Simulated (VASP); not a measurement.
Rh, 1 atom in the cell. It takes space group I4/mmm (No. 139, tetragonal). Conventional cell: a = 2.673 Å, b = 2.673 Å, c = 4.063 Å, α = 90.00°, β = 90.00°, γ = 90.00°. Rh (site symmetry 4/mmm) has 12 Rh at 2.67 to 2.77 Å within 3.5 Å.  This cell differs from its parent crystal: strain +0.0750 x Voigt [1, 0, 0, 0, 0, 0].

| Quantity | Value |
| --- | --- |
| Program | VASP 6.6.1 |
| Task | single point |
| Functional | PBEsol |
| Potentials or basis | VASP PAW PBE potentials, release 64 (Rh_pv) |
| Cutoff | 520 eV |
| k mesh | 28 × 28 × 28 |
| Occupations | gaussian, width 0.15 eV |
| Spin | no spin polarisation |
| Dipole correction | no |
| Further INCAR settings | ALGO = Fast; EDIFF = 1e-06; NBANDS = 14 |

Potentials or basis: VASP PAW PBE potentials, release 64 (Rh_pv).

Command:

```bash
$ cat potpaw_PBE.64/Rh_pv/POTCAR > POTCAR
$ mpirun -np 1 vasp_std > vasp.out
```

Hardware: 1 thread of Intel(R) Xeon(R) 6975P-C (Granite Rapids), on a shared host.

Problem. How long does it take, and how much memory?

Solution. It took 120 s on 1 thread of Intel(R) Xeon(R) 6975P-C (Granite Rapids) (shared host), peak memory 0.39 GiB. Counts: scf iterations 11, k points 1639.
